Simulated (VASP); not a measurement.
A run of VASP 6.6.1:

INCAR

```
SYSTEM = PbO
PREC = Accurate
ENCUT = 520
EDIFF = 1E-7
ISMEAR = 0
SIGMA = 0.02
LREAL = .FALSE.
LASPH = .TRUE.
NELM = 100
ALGO = Normal
ISIF = 2
LWAVE = .FALSE.
LCHARG = .TRUE.
LDIPOL = .TRUE.
IDIPOL = 3
DIPOL = 0.5 0.5 0.500
GGA = PE
IVDW = 12
LELF = .TRUE.
LVHAR = .TRUE.
LVACPOTAV = .TRUE.
NBANDS = 28
```

File KPOINTS:

```
regular mesh
0
G
  6 6 1
  0 0 0
```

The input POSCAR:

```
PbO
1.0
    4.0122630501      0.0000000000      0.0000000000
    0.0000000000      4.0122630501      0.0000000000
    0.0000000000      0.0000000000     30.7487272090
Pb O
2 2
Direct
    0.0000000000      0.5000000000      0.4607539969
    0.5000000000      0.0000000000      0.5392460031
    0.0000000000      0.0000000000      0.5000000000
    0.5000000000      0.5000000000      0.5000000000
```

Potentials or basis: VASP PAW PBE potentials, release 64 (Pb_d, O).

Launch:

```console
$ cat potpaw_PBE.64/Pb_d/POTCAR potpaw_PBE.64/O/POTCAR > POTCAR
$ mpirun -np 1 vasp_std > vasp.out
```

Hardware: 1 thread of Intel(R) Xeon(R) Platinum 8559C (Emerald Rapids), on a shared host.

Estimate the wall time of this run.

Run time: 2.8 min on 1 thread of Intel(R) Xeon(R) Platinum 8559C (Emerald Rapids) (shared host), peak memory 0.52 GiB. Counts: scf iterations 26, k points 10.
